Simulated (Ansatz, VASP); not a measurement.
# WS2: VASP beside Ansatz

The input INCAR:

```
SYSTEM = WS2
  PREC = Accurate
  ENCUT = 600
  EDIFF = 1E-7
  ISMEAR = 0
  SIGMA = 0.02
  LREAL = .False.
  LASPH = .True.
  NELM = 80
  ALGO = Normal
  ISIF = 3
  LWAVE = .False.
  LCHARG = .False.
  GGA = PE
  IBRION = 2
  NSW = 100
  EDIFFG = -0.002
```

Contents of KPOINTS:

```
Automatic mesh
0
Gamma
  12 12 2
  0 0 0
```

Contents of POSCAR:

```
WS2
1.0
    3.1877223376      0.0000000029      0.0000000000
   -1.5938611713      2.7606485232      0.0000000000
    0.0000000000      0.0000000000     14.8337139492
W S
2 4
Direct
    0.3333333333      0.6666666667      0.2500000000
    0.6666666667      0.3333333333      0.7500000000
    0.3333333333      0.6666666667      0.6440762217
    0.6666666667      0.3333333333      0.1440762217
    0.3333333333      0.6666666667      0.8559237783
    0.6666666667      0.3333333333      0.3559237783
```

Input for Ansatz:

```yaml
crystal:
  lattice:
    - [3.1877223376, 2.9e-09, 0.0]
    - [-1.5938611713, 2.7606485232, 0.0]
    - [0.0, 0.0, 14.8337139492]
  atoms:
    - { symbol: W, position: [0.3333333333, 0.6666666667, 0.25] }
    - { symbol: W, position: [0.6666666667, 0.3333333333, 0.75] }
    - { symbol: S, position: [0.3333333333, 0.6666666667, 0.6440762217] }
    - { symbol: S, position: [0.6666666667, 0.3333333333, 0.1440762217] }
    - { symbol: S, position: [0.3333333333, 0.6666666667, 0.8559237783] }
    - { symbol: S, position: [0.6666666667, 0.3333333333, 0.3559237783] }
basis:
  ecutwfc: 420
kpoints:
  mp_grid: { grid: [12, 12, 2] }
hamiltonian:
  xc: pbe
  pseudopotentials: { kind: paw, azcp: { folder: soft_1 } }
scf:
  occupations: { method: gaussian, width: 0.02 }
output:
  forces: true
  stress: true
  eigenvalues: true
relax:
  adjacent_minimum: "off"
  f_tol: 0.002
  max_steps: 80
  cell: { stress_tol: 0.02 }
```

Alike in both runs: task relaxation of cell and atoms; functional PBE; k mesh 12 × 12 × 2; occupations gaussian, width 0.02 eV; no spin polarisation.

```csv
,VASP,Ansatz
version,VASP 6.6.1,Ansatz 0.2.0
potentials or method,"VASP PAW PBE potentials, release 64 (W_sv, S), cutoff 600 eV","scalar-relativistic, plane waves, PAW"
valence electrons in the cell,52,52
```

|  | VASP | Ansatz | Ansatz less VASP |
| --- | --- | --- | --- |
| gap on the k mesh at the Fermi level, each at its own relaxed structure (eV) | 1.64 | 1.63 | -0.012 |
| relaxed volume (Å³/atom) | 21.75 | 21.76 | +0.002 |
| relaxed cell length with the largest relative difference (Å) | 14.833 | 14.834 | +0.0010 |

Spin-orbit coupling is off throughout.
